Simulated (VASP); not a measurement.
P: single point with PBE+D3(BJ)

Crystal: P.

```
CELL_PARAMETERS angstrom
1.63686 0.94504 2.67174
-1.63686 0.94504 2.67174
0.00000 -1.89008 2.67174
ATOMIC_POSITIONS crystal
P 0.25049 0.25049 0.25049
P 0.74951 0.74951 0.74951
```

This isn't the form of P at room conditions, which is orthorhombic.

| Property | Result |
| --- | --- |
| Program | VASP 6.6.1 |
| Task | single point |
| Functional | PBE |
| Dispersion | D3(BJ) |
| Potentials or basis | VASP PAW PBE potentials, release 64 (P) |
| Cutoff | 520 eV |
| k mesh | 16 × 16 × 16 |
| Occupations | gaussian, width 0.05 eV |
| Spin | no spin polarisation |
| Dipole correction | no |
| Further INCAR settings | ALGO = Normal; EDIFF = 1e-06; NBANDS = 12 |

```json
{
  "Pressure": "19.6 GPa",
  "Largest force": "0.008 eV/Å",
  "Band gap on the k mesh": "zero (bands 5 and 6 overlap by 3.50 eV)",
  "Dispersion energy per atom": "-0.570 eV"
}
```

Forces in eV/Å, atoms in the order of the input:
```
P    0.000  0.000 -0.008
P    0.000  0.000  0.008
```

Stress tensor (GPa, compression positive):
```
19.60  0.00  0.00
 0.00 19.60  0.00
 0.00  0.00 19.68
```

Levels at points of the mesh, in eV from the Fermi level:
```csv
k point,band 1,band 2,band 3,band 4,band 5,band 6,band 7,band 8,band 9,band 10
"(0.00, 0.00, 0.00)",-18.26,-2.36,-2.36,-2.35,0.40,4.09,4.09,4.10,5.95,5.95
"(0.50, 0.00, 0.00)",-13.49,-13.47,-1.72,-1.70,-1.65,-1.63,2.08,2.09,12.76,12.78
"(0.50, 0.50, 0.00)",-13.06,-10.15,-7.30,-6.10,-6.10,-0.08,9.48,9.52,9.52,12.90
"(0.50, 0.50, 0.50)",-13.51,-13.44,-1.71,-1.71,-1.65,-1.65,2.05,2.10,12.75,12.75
```

Wall time 33 s on 1 thread of AMD EPYC 9R45 96-Core Processor (Zen 5), on a shared host, peak memory 0.19 GiB.

Caveat: the cell stands under pressure.
